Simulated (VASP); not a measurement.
KBr:

```
K Br
1.0
     0.00000    3.70195    3.70195
     3.70195    0.00000    3.70195
     3.70195    3.70195    0.00000
K Br
1 1
Direct
  0.00000 0.00000 0.00000
  0.25000 0.25000 0.25000
```

This cell differs from its parent crystal: strain +0.4%.

Program: VASP 6.6.1. Alike in all runs: task single point; potentials or basis VASP PAW PBE potentials, release 64 (K_sv, Br); no spin polarisation; cell as given; cutoff (eV) 520.

Problem. Order these runs on this cell by their band gap on the k mesh, lowest first.
A. level HSE06; k mesh 4 × 4 × 4; smearing gaussian 0.01 eV; grid for exact exchange (PRECFOCK) Normal; screening parameter 0.2079 1/Å
B. level r2SCAN; k mesh 6 × 6 × 6; smearing gaussian 0.01 eV
C. level PBE; k mesh 6 × 6 × 6; smearing fermi-dirac 0.02 eV

Solution. C (4.26 eV), B (4.83 eV), A (5.37 eV).

A k mesh can miss the band edges.
